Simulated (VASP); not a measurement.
# SiO2 (Cristobalite) (P4_12_12) in VASP: single point with r2SCAN

Aim: the single point of SiO2 (Cristobalite) with r2SCAN.

Everything below comes from runs of VASP 6.6.1. Logs are shortened: lines on timing, memory, paths and dates and some standing lists are left out, and cuts for length are marked.

### Step 1. The cell of the first run

It takes space group P4_12_12 (No. 92, tetragonal). The conventional cell has a = 4.979 Å, b = 4.979 Å, c = 6.915 Å, α = 90.00°, β = 90.00°, γ = 90.00°. Within 2.1 Å of Si (site symmetry 2) lie 4 O at 1.61 Å. O (site symmetry 1) has 2 Si at 1.61 Å within 2.1 Å.

### Step 2. Single point, r2SCAN

The input, POSCAR:

```
SiO2
1.0
    4.9791701692      0.0000000000      0.0000000000
    0.0000000000      4.9791701692      0.0000000000
    0.0000000000      0.0000000000      6.9148790897
Si O
4 8
Direct
    0.3024587797      0.3024587797      0.0000000000
    0.1975412203      0.8024587797      0.2500000000
    0.6975412203      0.6975412203      0.5000000000
    0.8024587797      0.1975412203      0.7500000000
    0.2381684668      0.1092705793      0.1814546301
    0.3907294207      0.7381684668      0.4314546301
    0.7618315332      0.8907294207      0.6814546301
    0.6092705793      0.2618315332      0.9314546301
    0.7381684668      0.3907294207      0.5685453699
    0.8907294207      0.7618315332      0.3185453699
    0.2618315332      0.6092705793      0.0685453699
    0.1092705793      0.2381684668      0.8185453699
```

The input, INCAR.step1:

```
ALGO = Normal
EDIFF = 1E-4
ENCUT = 520
GGA = PE
ISMEAR = 0
LASPH = True
LCHARG = False
LREAL = False
LWAVE = True
NBANDS = 44
NELM = 80
PREC = Accurate
SIGMA = 0.01
```

The input, INCAR.step2:

```
ALGO = Normal
EDIFF = 1E-7
ENCUT = 520
ISIF = 2
ISMEAR = 0
ISTART = 1
LASPH = True
LCHARG = False
LMIXTAU = True
LREAL = False
LWAVE = False
METAGGA = R2SCAN
NBANDS = 44
NELM = 80
PREC = Accurate
SIGMA = 0.01
```

The input, KPOINTS:

```
k-points
0
Gamma
  6 6 4
```

Potentials or basis: VASP PAW PBE potentials, release 64 (Si, O).

Command:

```
$ cat potpaw_PBE.64/Si/POTCAR potpaw_PBE.64/O/POTCAR > POTCAR
$ cp INCAR.step1 INCAR
$ mpirun -np 1 vasp_std > vasp.out
$ cp INCAR.step2 INCAR
$ mpirun -np 1 vasp_std > vasp.out
```

OUTCAR:

```text
EDIFF = 1E-7
   ENCUT = 520
   ISIF = 2
   ISMEAR = 0
   ISTART = 1
   LASPH = True
   LREAL = False
   METAGGA = R2SCAN
   NELM = 80
   PREC = Accurate

 ion  position               nearest neighbor table
   1  0.302  0.302  0.000-   8 1.61  11 1.61   5 1.61  12 1.61   2 3.08   4 3.08   2 3.08   4 3.08

   2  0.198  0.802  0.250-   5 1.61  10 1.61   6 1.61  11 1.61   1 3.08   3 3.08   1 3.08   3 3.08

   3  0.698  0.698  0.500-   6 1.61   9 1.61   7 1.61  10 1.61   2 3.08   4 3.08   4 3.08   2 3.08

   4  0.802  0.198  0.750-   7 1.61  12 1.61   9 1.61   8 1.61   1 3.08   3 3.08   3 3.08   1 3.08

   5  0.238  0.109  0.181-   2 1.61   1 1.61
   6  0.391  0.738  0.431-   3 1.61   2 1.61
   7  0.762  0.891  0.681-   4 1.61   3 1.61
   8  0.609  0.262  0.931-   1 1.61   4 1.61
   9  0.738  0.391  0.569-   3 1.61   4 1.61
  10  0.891  0.762  0.319-   2 1.61   3 1.61
  11  0.262  0.609  0.069-   1 1.61   2 1.61
  12  0.109  0.238  0.819-   4 1.61   1 1.61

  LATTYP: Found a simple tetragonal cell.
 ALAT       =     4.9791701692
 C/A-ratio  =     1.3887613507

  Lattice vectors:

 A1 = (   4.9791701692,   0.0000000000,   0.0000000000)
 A2 = (   0.0000000000,   4.9791701692,   0.0000000000)
 A3 = (   0.0000000000,   0.0000000000,   6.9148790897)

Analysis of symmetry for initial positions (statically):
=====================================================================
 Subroutine PRICEL returns:
 Original cell was already a primitive cell.

 Routine SETGRP: Setting up the symmetry group for a
 simple tetragonal supercell.

 Subroutine GETGRP returns: Found  8 space group operations
 (whereof  2 operations were pure point group operations)
 out of a pool of 16 trial point group operations.

The static configuration has the point symmetry C_2 .
 The point group associated with its full space group is D_4 .

Analysis of symmetry for dynamics (positions and initial velocities):
=====================================================================
 Subroutine PRICEL returns:
 Original cell was already a primitive cell.

 Routine SETGRP: Setting up the symmetry group for a
 simple tetragonal supercell.

 Subroutine GETGRP returns: Found  8 space group operations
 (whereof  2 operations were pure point group operations)
 out of a pool of 16 trial point group operations.

The dynamic configuration has the point symmetry C_2 .
 The point group associated with its full space group is D_4 .
[... 129 lines left out ...]
   PSTRESS=    0.0 pullay stress
   NELECT =      64.0000    total number of electrons
   NUPDOWN=      -1.0000    fix difference up-down
   EMIN   =  10.00;   EMAX   =-10.00  energy-range for DOS
   EFERMI =   0.00;   METHOD = LEGACY
   ISMEAR =     0;   SIGMA  =   0.01  broadening in eV -4-tet -1-fermi 0-gaus
   EFERMI_NEDOS =   21; number of points for ismear=-14 and -15
   IALGO  =     38    algorithm
   IMIX   =      4    mixing-type and parameters
     AMIX     =   0.40;   BMIX     =  1.00
     AMIX_MAG =   1.60;   BMIX_MAG =  1.00
  volume/ion in A,a.u.               =      14.29        96.41
  Fermi-wavevector in a.u.,A,eV,Ry     =   1.178787  2.227584 18.905821  1.389539
  Thomas-Fermi vector in A             =   2.315110
   LORBIT       =      0    0 simple, 1 ext, 2 COOP (PROOUT), +10 PAW based schemes
   METAGGA = R2SCAN    functional components
   LHFCALC =     F    Hartree Fock is set to
   AEXX    =    0.0000 exact exchange contribution
   IVDW    =     0    specifies the selected vdW correction
   LEPSILON=     F    determine dielectric tensor
   LRPA    =     F    only Hartree local field effects (RPA)
 non-spin polarized calculation
 Gauss-broadening in eV      SIGMA  =   0.01
  energy-cutoff  :      520.00
  volume of cell :      171.43
 maximum number of plane-waves:      4646
 NGX is ok and might be reduce to    40
   NGX = 19   NGY = 19   NGZ = 25

 number of electron      63.9999965 magnetization

 Free energy of the ion-electron system (eV)
  ---------------------------------------------------
  ext. energy  EPLUGINS =         0.00000000
  ---------------------------------------------------
  free energy    TOTEN  =      -119.16422969 eV

  energy without entropy =     -119.16422969  energy(sigma->0) =     -119.16422969

 E-fermi :  -0.2496     XC(G=0):  -8.8900

 val. band max:       -0.3050193082   @ k =   0.0000   0.0000   0.0000
 cond. band min:       6.0441456674   @ k =   0.0000   0.0000   0.0000
 fundamental gap:      6.3491649756
 Fermi energy:        -0.2495710124

 k-point     1 :       0.0000    0.0000    0.0000
  band No.  band energies     occupation
      1     -20.7552      2.00000
      2     -19.8537      2.00000
      3     -19.8537      2.00000
      4     -18.7207      2.00000
      5     -18.6746      2.00000
      6     -18.6689      2.00000
[... 1117 lines left out ...]
     43      12.0989      0.00000
     44      12.0989      0.00000

 [... further k-points ...]

------------------------ aborting loop because EDIFF is reached ----------------------------------------

  FORCE on cell =-STRESS in cart. coord.  units (eV):
  Direction    XX          YY          ZZ          XY          YZ          ZX
  --------------------------------------------------------------------------------------
  -------------------------------------------------------------------------------------
  Total        0.2604154      0.2604154      0.2039982      0.0000000      0.0000000     -0.0000000
  in kB        2.4337658      2.4337658      1.9065065      0.0000000      0.0000000     -0.0000000
  external PRESSURE =       2.2580127 kB  Pullay stress =       0.0000000 kB

 VOLUME and BASIS-vectors are now :
 -----------------------------------------------------------------------------
  energy-cutoff  :      520.00
  volume of cell :      171.43
      direct lattice vectors                 reciprocal lattice vectors
     4.979170169  0.000000000  0.000000000     0.200836679  0.000000000  0.000000000
     0.000000000  4.979170169  0.000000000     0.000000000  0.200836679  0.000000000
     0.000000000  0.000000000  6.914879090     0.000000000  0.000000000  0.144615688

 POSITION                                       TOTAL-FORCE (eV/Angst)
 -----------------------------------------------------------------------------------
      1.50599      1.50599      0.00000         0.019008      0.019008      0.000000
      0.98359      3.99558      1.72872        -0.019008      0.019008      0.000000
      3.47318      3.47318      3.45744        -0.019008     -0.019008      0.000000
      3.99558      0.98359      5.18616         0.019008     -0.019008      0.000000
      1.18588      0.54408      1.25474         0.000120      0.002678     -0.002435
      1.94551      3.67547      2.98346        -0.002678      0.000120     -0.002435
      3.79329      4.43509      4.71218        -0.000120     -0.002678     -0.002435
      3.03366      1.30370      6.44090         0.002678     -0.000120     -0.002435
      3.67547      1.94551      3.93142         0.000120     -0.002678      0.002435
      4.43509      3.79329      2.20270        -0.002678     -0.000120      0.002435
      1.30370      3.03366      0.47398        -0.000120      0.002678      0.002435
      0.54408      1.18588      5.66014         0.002678      0.000120      0.002435
 -----------------------------------------------------------------------------------
    total drift:                               -0.000000      0.000000      0.000000

  FREE ENERGIE OF THE ION-ELECTRON SYSTEM (eV)
  ---------------------------------------------------
  free  energy   TOTEN  =      -119.1642296870 eV

  energy  without entropy=     -119.1642296870  energy(sigma->0) =     -119.16422969
```

OUTCAR.step1:

```text
EDIFF = 1E-4
   ENCUT = 520
   GGA = PE
   ISMEAR = 0
[... 1396 lines left out ...]
      3.67547      1.94551      3.93142        -0.032110     -0.143538     -0.223929
      4.43509      3.79329      2.20270        -0.143538      0.032110     -0.223929
      1.30370      3.03366      0.47398         0.032110      0.143538     -0.223929
      0.54408      1.18588      5.66014         0.143538     -0.032110     -0.223929
 -----------------------------------------------------------------------------------
    total drift:                               -0.000000      0.000000      0.000000

  FREE ENERGIE OF THE ION-ELECTRON SYSTEM (eV)
  ---------------------------------------------------
  free  energy   TOTEN  =       -94.8455932844 eV

  energy  without entropy=      -94.8455932844  energy(sigma->0) =      -94.84559328
```

OSZICAR.step1:

```text
N       E                     dE             d eps       ncg     rms          rms(c)
DAV:   1     0.408055821823E+03    0.40806E+03   -0.32774E+04  2640   0.132E+03
DAV:   2    -0.763506090517E+02   -0.48441E+03   -0.46683E+03  3324   0.313E+02
DAV:   3    -0.107400378746E+03   -0.31050E+02   -0.30904E+02  3248   0.844E+01
DAV:   4    -0.107810109411E+03   -0.40973E+00   -0.40891E+00  3288   0.107E+01
DAV:   5    -0.107817486755E+03   -0.73773E-02   -0.73725E-02  3232   0.139E+00    0.296E+01
DAV:   6    -0.948256752114E+02    0.12992E+02   -0.49540E+01  3068   0.325E+01    0.140E+01
DAV:   7    -0.948394359972E+02   -0.13761E-01   -0.14724E+00  3208   0.506E+00    0.510E+00
DAV:   8    -0.948305362702E+02    0.88997E-02   -0.75757E-02  3164   0.169E+00    0.198E+00
DAV:   9    -0.948431567092E+02   -0.12620E-01   -0.40984E-02  3000   0.119E+00    0.363E-01
DAV:  10    -0.948456048502E+02   -0.24481E-02   -0.42334E-03  2952   0.311E-01    0.114E-01
DAV:  11    -0.948455818915E+02    0.22959E-04   -0.10327E-03  3204   0.168E-01    0.158E-02
DAV:  12    -0.948455932844E+02   -0.11393E-04   -0.25567E-05  1912   0.273E-02
   1 F= -.94845593E+02 E0= -.94845593E+02  d E =-.150634E-39
```

Wall time 6.9 min (1 thread of Intel Xeon 6975P-C (Granite Rapids), shared host); peak memory 0.4 GiB.

What came out:

- Free energy: -119.1642 eV
- Pressure: 0.2 GPa
- Largest force: 0.027 eV/Å
- Band gap on the k mesh: 6.35 eV, direct

Forces in eV/Å, atoms in the order of the input:
```
Si   0.019  0.019  0.000
Si  -0.019  0.019  0.000
Si  -0.019 -0.019  0.000
Si   0.019 -0.019  0.000
O    0.000  0.003 -0.002
O   -0.003  0.000 -0.002
O    0.000 -0.003 -0.002
O    0.003  0.000 -0.002
O    0.000 -0.003  0.002
O   -0.003  0.000  0.002
O    0.000  0.003  0.002
O    0.003  0.000  0.002
```

Levels at points of the mesh, in eV from the valence-band top:
| k point | band 29 | band 30 | band 31 | band 32 | band 33 | band 34 | band 35 | band 36 |
| --- | --- | --- | --- | --- | --- | --- | --- | --- |
| (0.00, 0.00, 0.00) | -0.69 | -0.31 | -0.31 | 0.00 | 6.35 | 9.63 | 9.63 | 10.12 |
| (0.50, 0.00, 0.00) | -0.65 | -0.65 | -0.50 | -0.50 | 8.46 | 8.46 | 10.04 | 10.04 |
| (0.50, 0.50, 0.00) | -0.60 | -0.60 | -0.54 | -0.54 | 9.45 | 9.45 | 9.64 | 9.64 |
| (0.00, 0.00, 0.50) | -0.55 | -0.55 | -0.40 | -0.40 | 7.64 | 7.64 | 10.32 | 10.32 |
| (0.50, 0.00, 0.50) | -0.94 | -0.94 | -0.18 | -0.18 | 8.91 | 8.91 | 9.61 | 9.61 |
| (0.50, 0.50, 0.50) | -0.62 | -0.62 | -0.62 | -0.62 | 9.98 | 9.98 | 9.98 | 9.98 |

Caveat: the PAW data sets were made with another functional, which shifts forces and pressure a little. A k mesh can miss the band edges.
